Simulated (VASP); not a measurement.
# Sn: single point with LDA

Crystal: Sn.

```
Sn
1.0
    -2.94014    2.94014    1.59930
     2.94014   -2.94014    1.59930
     2.94014    2.94014   -1.59930
Sn
2
Direct
  0.75000 0.25000 0.50000
  0.00000 0.00000 0.00000
```

```yaml
Program: VASP 6.6.1
Task: single point
Functional: LDA
Potentials_or_basis: VASP PAW LDA potentials, release 64 (Sn_d)
Cutoff: 520 eV
k_mesh: 16 × 16 × 16
Occupations: gaussian, width 0.15 eV
Spin: no spin polarisation
Dipole_correction: no
Further_INCAR_settings: ALGO = Normal; EDIFF = 1e-07; NBANDS = 21
```

```
Pressure               : -2.9 GPa
Band gap on the k mesh : zero (band 14 reaches 9.04 eV, above the bottom of band 15 at 4.88 eV)
```

Stress tensor (GPa, compression positive):
```
-2.73  0.00  0.00
 0.00 -2.73  0.00
 0.00  0.00 -3.22
```

Levels at points of the mesh, in eV from the Fermi level:
```
           k point  band 12  band 13  band 14  band 15  band 16  band 17
(0.00, 0.00, 0.00)    -3.80    -1.93    -1.93     3.09     6.05     6.05
(0.50, 0.00, 0.00)    -5.36    -2.37    -1.66    -1.10     2.32     2.76
(0.50, 0.50, 0.00)    -8.82     0.59     0.59     1.51     1.51     5.90
(0.50, 0.50, 0.50)    -7.56    -4.67    -4.67     4.98     4.98     9.06
```

It took 2.1 min on 1 thread of Intel(R) Xeon(R) 6975P-C (Granite Rapids), with other jobs on the host, peak memory 0.41 GiB.

Caveat: spin-orbit coupling is left out, which moves the levels of the heavy elements.
